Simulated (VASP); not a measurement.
# SnSe2 (P-3m1) in VASP: settings compared, part 2 of 2

VASP 6.6.1.

### 5 Single point, LDA

Contents of INCAR:

```
SYSTEM = SnSe2
PREC = Accurate
ENCUT = 520
EDIFF = 1E-6
ISMEAR = 0
SIGMA = 0.01
LREAL = .FALSE.
LASPH = .TRUE.
NELM = 80
ALGO = Normal
ISIF = 2
LWAVE = .FALSE.
LCHARG = .FALSE.
GGA = CA
NBANDS = 20
```

Contents of KPOINTS:

```
regular mesh
0
G
  12 12 4
  0 0 0
```

Contents of POSCAR:

```
SnSe2
1.0
    3.8251638408      0.0000000000      0.0000000000
   -1.9125819204      3.3126890598      0.0000000000
    0.0000000000      0.0000000000      6.2270561224
Sn Se
1 2
Direct
    0.0000000000      0.0000000000      0.0000000000
    0.3333333333      0.6666666667      0.2530760438
    0.6666666667      0.3333333333      0.7469239562
```

Potentials or basis: VASP PAW LDA potentials, release 64 (Sn_d, Se).

Launch:

```
> cat potpaw_LDA.64/Sn_d/POTCAR potpaw_LDA.64/Se/POTCAR > POTCAR
> mpirun -np 1 vasp_std > vasp.out
```

OUTCAR:

```text
SYSTEM = SnSe2
   PREC = Accurate
   ENCUT = 520
   EDIFF = 1E-6
   ISMEAR = 0
   LREAL = .FALSE.
   LASPH = .TRUE.
   NELM = 80
   ISIF = 2
   GGA = CA

 ion  position               nearest neighbor table
   1  0.000  0.000  0.000-   2 2.71   3 2.71   3 2.71   2 2.71   3 2.71   2 2.71
   2  0.333  0.667  0.253-   1 2.71   1 2.71   1 2.71
   3  0.667  0.333  0.747-   1 2.71   1 2.71   1 2.71

  LATTYP: Found a hexagonal cell.
 ALAT       =     3.8251638408
 C/A-ratio  =     1.6279187981

  Lattice vectors:

 A1 = (   3.8251638408,   0.0000000000,   0.0000000000)
 A2 = (  -1.9125819204,   3.3126890598,   0.0000000000)
 A3 = (   0.0000000000,   0.0000000000,   6.2270561224)

Analysis of symmetry for initial positions (statically):
=====================================================================
 Subroutine PRICEL returns:
 Original cell was already a primitive cell.

 Routine SETGRP: Setting up the symmetry group for a
 hexagonal supercell.

 Subroutine GETGRP returns: Found 12 space group operations
 (whereof 12 operations were pure point group operations)
 out of a pool of 24 trial point group operations.

The static configuration has the point symmetry D_3d.

Analysis of symmetry for dynamics (positions and initial velocities):
=====================================================================
 Subroutine PRICEL returns:
 Original cell was already a primitive cell.

 Routine SETGRP: Setting up the symmetry group for a
 hexagonal supercell.

 Subroutine GETGRP returns: Found 12 space group operations
 (whereof 12 operations were pure point group operations)
 out of a pool of 24 trial point group operations.

The dynamic configuration has the point symmetry D_3d.

 Subroutine INISYM returns: Found 12 space group operations
 (whereof 12 operations are pure point group operations),
 and found     1 'primitive' translations

----------------------------------------------------------------------------------------

                                     Primitive cell

  volume of cell :      78.9066

  direct lattice vectors                    reciprocal lattice vectors
     3.825163841  0.000000000  0.000000000     0.261426710  0.150934782  0.000000000
    -1.912581920  3.312689060  0.000000000     0.000000000  0.301869563  0.000000000
     0.000000000  0.000000000  6.227056122     0.000000000  0.000000000  0.160589527

  length of vectors
     3.825163841  3.825163841  6.227056122     0.301869563  0.301869563  0.160589527

  position of ions in fractional coordinates (direct lattice)
     0.000000000  0.000000000  0.000000000
     0.333333333  0.666666667  0.253076044
     0.666666667  0.333333333  0.746923956

  ion indices of the primitive-cell ions
   primitive index   ion index
                 1           1
                 2           2
                 3           3

----------------------------------------------------------------------------------------

 KPOINTS: regular mesh

Automatic generation of k-mesh.
 Grid dimensions read from file:
 generate k-points for:   12   12    4

 Generating k-lattice:

  Cartesian coordinates                     Fractional coordinates (reciprocal lattice)
     0.021785559  0.012577898  0.000000000     0.083333333  0.000000000  0.000000000
     0.000000000  0.025155797  0.000000000     0.000000000  0.083333333  0.000000000
     0.000000000  0.000000000  0.040147382     0.000000000  0.000000000  0.250000000

  Length of vectors
     0.025155797  0.025155797  0.040147382

  Shift w.r.t. Gamma in fractional coordinates (k-lattice)
     0.000000000  0.000000000  0.000000000

 Subroutine IBZKPT returns following result:
 ===========================================

 Found     69 irreducible k-points:

 Following reciprocal coordinates:
            Coordinates               Weight
  0.000000  0.000000  0.000000      1.000000
  0.083333  0.000000  0.000000      6.000000
  0.166667 -0.000000  0.000000      6.000000
  0.250000  0.000000  0.000000      6.000000
  0.333333  0.000000  0.000000      6.000000
  0.416667 -0.000000  0.000000      6.000000
[... 16 lines left out ...]
  0.166667 -0.000000  0.250000      6.000000
  0.000000  0.166667  0.250000      6.000000
 [... further k-points ...]
   k-points           NKPTS =     69   k-points in BZ     NKDIM =     69   number of bands    NBANDS=     20
   number of dos      NEDOS =    301   number of ions     NIONS =      3
   total plane-waves  NPLWV =  37632
   dimension x,y,z NGX =    28 NGY =   28 NGZ =   48
   dimension x,y,z NGXF=    56 NGYF=   56 NGZF=   96
   ions per type =               1   2
   NGX,Y,Z   is equivalent  to a cutoff of  12.17, 12.17, 12.81 a.u.
   NGXF,Y,Z  is equivalent  to a cutoff of  24.34, 24.34, 25.63 a.u.
 SYSTEM =  SnSe2
   PREC   = accura    normal or accurate (medium, high low for compatibility)
   ISTART =      0    job   : 0-new  1-cont  2-samecut
   ICHARG =      2    charge: 1-file 2-atom 10-const
   ISPIN  =      1    spin polarized calculation?
   LNONCOLLINEAR =      F non collinear calculations
   LSORBIT =      F    spin-orbit coupling
   LASPH  =      T    aspherical Exc in radial PAW
   ENCUT  =  520.0 eV  38.22 Ry    6.18 a.u.   7.11  7.11 11.58*2*pi/ulx,y,z
   NELM   =     80;   NELMIN=  2; NELMDL= -5     # of ELM steps
   EDIFF  = 0.1E-05   stopping-criterion for ELM
   LREAL  =      F    real-space projection
   EDIFFG = 0.1E-04   stopping-criterion for IOM
   NSW    =      0    number of steps for IOM
   IBRION =     -1    ionic relax: 0-MD 1-quasi-New 2-CG
   NFREE  =      0    steps in history (QN), initial steepest desc. (CG)
   ISIF   =      2    stress and relaxation
   ISYM   =      2    0-nonsym 1-usesym 2-fastsym
   POTIM  = 0.5000    time-step for ionic-motion
   TEBEG  =    0.0;   TEEND  =   0.0 temperature during run
   PSTRESS=    0.0 pullay stress
   NELECT =      26.0000    total number of electrons
   NUPDOWN=      -1.0000    fix difference up-down
   EMIN   =  10.00;   EMAX   =-10.00  energy-range for DOS
   EFERMI =   0.00;   METHOD = LEGACY
   ISMEAR =     0;   SIGMA  =   0.01  broadening in eV -4-tet -1-fermi 0-gaus
   EFERMI_NEDOS =   21; number of points for ismear=-14 and -15
   IALGO  =     38    algorithm
   IMIX   =      4    mixing-type and parameters
     AMIX     =   0.40;   BMIX     =  1.00
     AMIX_MAG =   1.60;   BMIX_MAG =  1.00
  volume/ion in A,a.u.               =      26.30       177.50
  Fermi-wavevector in a.u.,A,eV,Ry     =   1.130737  2.136782 17.395936  1.278565
  Thomas-Fermi vector in A             =   2.267434
   LORBIT       =      0    0 simple, 1 ext, 2 COOP (PROOUT), +10 PAW based schemes
   GGA     = CA    functional components
   LHFCALC =     F    Hartree Fock is set to
   AEXX    =    0.0000 exact exchange contribution
   IVDW    =     0    specifies the selected vdW correction
   LEPSILON=     F    determine dielectric tensor
   LRPA    =     F    only Hartree local field effects (RPA)
 non-spin polarized calculation
 Gauss-broadening in eV      SIGMA  =   0.01
  energy-cutoff  :      520.00
  volume of cell :       78.91
 maximum number of plane-waves:      2148
   NGX = 15   NGY = 15   NGZ = 23

 number of electron      26.0000000 magnetization

 Free energy of the ion-electron system (eV)
  ---------------------------------------------------
  ext. energy  EPLUGINS =         0.00000000
  ---------------------------------------------------
  free energy    TOTEN  =       -13.77023733 eV

  energy without entropy =      -13.77023733  energy(sigma->0) =      -13.77023733

 E-fermi :   3.9864     XC(G=0):  -9.7017

 val. band max:        3.8672962517   @ k =   0.0833   0.0833   0.0000
 cond. band min:       4.4891930902   @ k =   0.5000   0.0000   0.5000
 fundamental gap:      0.6218968385
 Fermi energy:         3.9863963108

 k-point     1 :       0.0000    0.0000    0.0000
  band No.  band energies     occupation
      1     -17.2806      2.00000
      2     -17.2806      2.00000
      3     -17.2400      2.00000
      4     -17.2286      2.00000
      5     -17.2286      2.00000
      6      -9.9528      2.00000
[... 12 lines left out ...]
     19      12.8435      0.00000
     20      12.8440      0.00000

 k-point     2 :       0.0833    0.0000    0.0000
  band No.  band energies     occupation
      1     -17.2836      2.00000
      2     -17.2781      2.00000
      3     -17.2381      2.00000
      4     -17.2303      2.00000
      5     -17.2283      2.00000
      6      -9.8851      2.00000
[... 498 lines left out ...]
 k-point    24 :       0.0000    0.1667    0.2500
  band No.  band energies     occupation
      1     -17.2925      2.00000
      2     -17.2717      2.00000
      3     -17.2364      2.00000
      4     -17.2307      2.00000
      5     -17.2269      2.00000
      6      -9.6069      2.00000
[... 12 lines left out ...]
     19      11.8048      0.00000
     20      12.7745      0.00000

 [... further k-points ...]
[... 5 lines left out ...]
  --------------------------------------------------------------------------------------
  -------------------------------------------------------------------------------------
  Total       -0.7607618     -0.7607618     -0.6332406      0.0000000      0.0000000      0.0000000
  in kB      -15.4470590    -15.4470590    -12.8577753      0.0000000      0.0000000      0.0000000
  external PRESSURE =     -14.5839644 kB  Pullay stress =       0.0000000 kB

 VOLUME and BASIS-vectors are now :
 -----------------------------------------------------------------------------
  energy-cutoff  :      520.00
  volume of cell :       78.91
      direct lattice vectors                 reciprocal lattice vectors
     3.825163841  0.000000000  0.000000000     0.261426710  0.150934782  0.000000000
    -1.912581920  3.312689060  0.000000000     0.000000000  0.301869563  0.000000000
     0.000000000  0.000000000  6.227056122     0.000000000  0.000000000  0.160589527

 POSITION                                       TOTAL-FORCE (eV/Angst)
 -----------------------------------------------------------------------------------
      0.00000      0.00000      0.00000         0.000000      0.000000      0.000000
     -0.00000      2.20846      1.57592         0.000000      0.000000      0.002291
      1.91258      1.10423      4.65114        -0.000000      0.000000     -0.002291
 -----------------------------------------------------------------------------------
    total drift:                               -0.000000      0.000000      0.000000

  FREE ENERGIE OF THE ION-ELECTRON SYSTEM (eV)
  ---------------------------------------------------
  free  energy   TOTEN  =       -13.7702373297 eV

  energy  without entropy=      -13.7702373297  energy(sigma->0) =      -13.77023733
```

It took 39 s on 1 thread of Intel Xeon Platinum 8559C (Emerald Rapids), shared host; peak memory 0.23 GiB.

Results:

```
Free energy            : -13.7702 eV
Pressure               : -1.5 GPa
Band gap on the k mesh : 0.62 eV, indirect (least direct gap 0.93 eV)
```

Forces on the atoms (eV/Å):
```
Sn   0.000  0.000  0.000
Se   0.000  0.000  0.002
Se   0.000  0.000 -0.002
```

Stress tensor (GPa, compression positive):
```
-1.54  0.00  0.00
 0.00 -1.54  0.00
 0.00  0.00 -1.29
```

Caveat: spin-orbit coupling is left out, which moves the levels of the heavy elements. A k mesh can miss the band edges.

### 6 Single point, r2SCAN

POSCAR is that of step 5.

Contents of INCAR.step1:

```
ALGO = Normal
EDIFF = 1E-4
ENCUT = 520
GGA = PE
ISMEAR = 0
LASPH = T
LCHARG = F
LREAL = F
LWAVE = T
NBANDS = 20
NELM = 100
PREC = Accurate
SIGMA = 0.01
```

Contents of INCAR.step2:

```
ALGO = Normal
EDIFF = 1E-6
ENCUT = 520
ISIF = 2
ISMEAR = 0
ISTART = 1
LASPH = T
LCHARG = F
LMIXTAU = T
LREAL = F
LWAVE = F
METAGGA = R2SCAN
NBANDS = 20
NELM = 100
PREC = Accurate
SIGMA = 0.01
```

Contents of KPOINTS:

```
k-points
0
Gamma
  12 12 4
```

Potentials or basis: VASP PAW PBE potentials, release 64 (Sn_d, Se).

Launch:

```
> cat potpaw_PBE.64/Sn_d/POTCAR potpaw_PBE.64/Se/POTCAR > POTCAR
> cp INCAR.step1 INCAR
> mpirun -np 1 vasp_std > vasp.out
> cp INCAR.step2 INCAR
> mpirun -np 1 vasp_std > vasp.out
```

It took 3.3 min on 1 thread of Intel Xeon Platinum 8559C (Emerald Rapids), shared host; peak memory 0.26 GiB.

Results (log left out):

```yaml
Free_energy: -54.6257 eV
Pressure: 1.0 GPa
Largest_force: 0.016 eV/Å
Band_gap_on_the_k_mesh: 1.01 eV, indirect (least direct gap 1.49 eV)
```

Forces in eV/Å, atoms in the order of the input:
```
Sn   0.000  0.000  0.000
Se   0.000  0.000 -0.016
Se   0.000  0.000  0.016
```

Levels at points of the mesh, in eV from the valence-band top:
```
           k point  band 9  band 10  band 11  band 12  band 13  band 14  band 15  band 16  band 17  band 18
(0.00, 0.00, 0.00)   -0.59    -0.59    -0.31    -0.31    -0.11     1.43     3.58     5.06     5.06     8.68
(0.50, 0.00, 0.00)   -4.41    -2.93    -2.54    -1.23    -0.28     1.40     4.26     5.78     5.85     7.43
(0.00, 0.00, 0.50)   -2.12    -0.69    -0.69    -0.15    -0.15     2.82     3.52     4.80     4.80     8.58
(0.50, 0.00, 0.50)   -4.87    -2.36    -2.00    -0.82    -0.67     1.01     4.65     5.19     6.32     6.62
```

Caveat: the PAW data sets were made with another functional, which shifts forces and pressure a little; spin-orbit coupling is left out, which moves the levels of the heavy elements. A k mesh can miss the band edges.

### 7 Single point, r2SCAN

Contents of POSCAR:

```
SnSe2
1.0
    3.8251638390      0.0000000000      0.0000000000
   -1.9125819195      3.3126890582      0.0000000000
    0.0000000000      0.0000000000      6.2270560798
Sn Se
1 2
Direct
    0.0000000000      0.0000000000      0.0000000000
    0.3333333333      0.6666666667      0.2530760463
    0.6666666667      0.3333333333      0.7469239537
```

Contents of INCAR.step1:

```
PREC = Accurate ; ENCUT = 520
ISMEAR = 0 ; SIGMA = 0.01
LREAL = F ; LASPH = T
NELM = 100 ; NBANDS = 20
GGA = PE ; ALGO = Normal
EDIFF = 1E-4 ; LWAVE = T
LCHARG = F
```

Contents of INCAR.step2:

```
PREC = Accurate ; ENCUT = 520
EDIFF = 1E-6 ; ISMEAR = 0
SIGMA = 0.01 ; LREAL = F
LASPH = T ; NELM = 100
ALGO = Normal ; ISIF = 2
LWAVE = F ; LCHARG = T
METAGGA = R2SCAN ; LMIXTAU = T
LELF = T ; LVHAR = T
NBANDS = 20 ; ISTART = 1
```

Contents of KPOINTS:

```
Automatic mesh
0
Gamma
  12 12 4
```

Launch:

```
> cat potpaw_PBE.64/Sn_d/POTCAR potpaw_PBE.64/Se/POTCAR > POTCAR
> cp INCAR.step1 INCAR
> mpirun -np 1 vasp_std > vasp.out
> cp INCAR.step2 INCAR
> mpirun -np 1 vasp_std > vasp.out
```

Wall time 9.2 min (1 thread of AMD EPYC 7R43 (Zen 3), shared host); peak memory 0.23 GiB.

The run converged. Its results:

```
Free energy            : -54.6257 eV
Pressure               : 1.0 GPa
Largest force          : 0.016 eV/Å
Band gap on the k mesh : 1.01 eV, indirect (least direct gap 1.49 eV)
```

Forces in eV/Å, atoms in the order of the input:
```
Sn   0.000  0.000  0.000
Se   0.000  0.000 -0.016
Se   0.000  0.000  0.016
```

Levels at points of the mesh, in eV from the valence-band top:
```tsv
k point	band 9	band 10	band 11	band 12	band 13	band 14	band 15	band 16	band 17	band 18
(0.00, 0.00, 0.00)	-0.59	-0.59	-0.31	-0.31	-0.11	1.43	3.58	5.06	5.06	8.68
(0.50, 0.00, 0.00)	-4.41	-2.93	-2.54	-1.23	-0.28	1.40	4.26	5.78	5.85	7.43
(0.00, 0.00, 0.50)	-2.12	-0.69	-0.69	-0.15	-0.15	2.82	3.52	4.80	4.80	8.58
(0.50, 0.00, 0.50)	-4.87	-2.36	-2.00	-0.82	-0.67	1.01	4.65	5.19	6.32	6.62
```

Caveat: the PAW data sets were made with another functional, which shifts forces and pressure a little; spin-orbit coupling is left out, which moves the levels of the heavy elements.

### 8 The runs side by side

```tsv
level	potentials or basis	k mesh	smearing	gap on the mesh (eV)	pressure (GPa)	largest force (eV/Å)
PBE	VASP PAW PBE potentials, release 64 (Sn_d, Se)	6 × 6 × 2	gaussian 0.01 eV	0.79	3.0	0.26
PBE	VASP PAW PBE potentials, release 64 (Sn_d, Se)	12 × 12 × 4	fermi-dirac 0.02 eV	0.74	3.0	0.28
LDA	VASP PAW LDA potentials, release 64 (Sn_d, Se)	12 × 12 × 4	gaussian 0.01 eV	0.62	-1.5	-
r2SCAN	VASP PAW PBE potentials, release 64 (Sn_d, Se)	12 × 12 × 4	gaussian 0.01 eV	1.01	1.0	0.02
```

Alike in all rows: task single point; no spin polarisation; cell as given; cutoff (eV) 520.

Caveats: some runs use coarse meshes; spin-orbit coupling is left out, which moves the levels of the heavy elements; this functional lacks dispersion, which binds the layers, so the pressure and a relaxed spacing across them are unreliable (some runs); the PAW data sets were made with another functional, which shifts forces and pressure a little (some runs).

Absolute energies hang on the potentials; compare differences alone.
